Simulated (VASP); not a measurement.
Input of a VASP 6.6.1 run:

Contents of INCAR:

```
PREC = Accurate ; ENCUT = 520
EDIFF = 1E-8 ; ISMEAR = 0
SIGMA = 0.03 ; LREAL = False
LASPH = True ; NELM = 100
ALGO = Normal ; ISIF = 2
LWAVE = False ; LCHARG = False
GGA = CA ; NBANDS = 36
IBRION = 8 ; NSW = 1
```

File KPOINTS:

```
regular mesh
0
Gamma
  6 6 4
```

Contents of POSCAR:

```
Ge
1.0
    3.9587211910      0.0000000000      0.0000000000
   -1.9793605955      3.4283531179      0.0000000000
    0.0000000000      0.0000000000      6.5323844461
Ge
4
Direct
    0.3333333333      0.6666666667      0.0628627595
    0.6666666667      0.3333333333      0.5628627595
    0.6666666667      0.3333333333      0.9371372405
    0.3333333333      0.6666666667      0.4371372405
```

Potentials or basis: VASP PAW LDA potentials, release 64 (Ge_d).

The run is started by

```bash
$ cat potpaw_LDA.64/Ge_d/POTCAR > POTCAR
$ mpirun -np 1 vasp_std > vasp.out
```

(1) Predict the highest phonon frequency at Γ.

Results:

(1) 292 cm⁻¹.
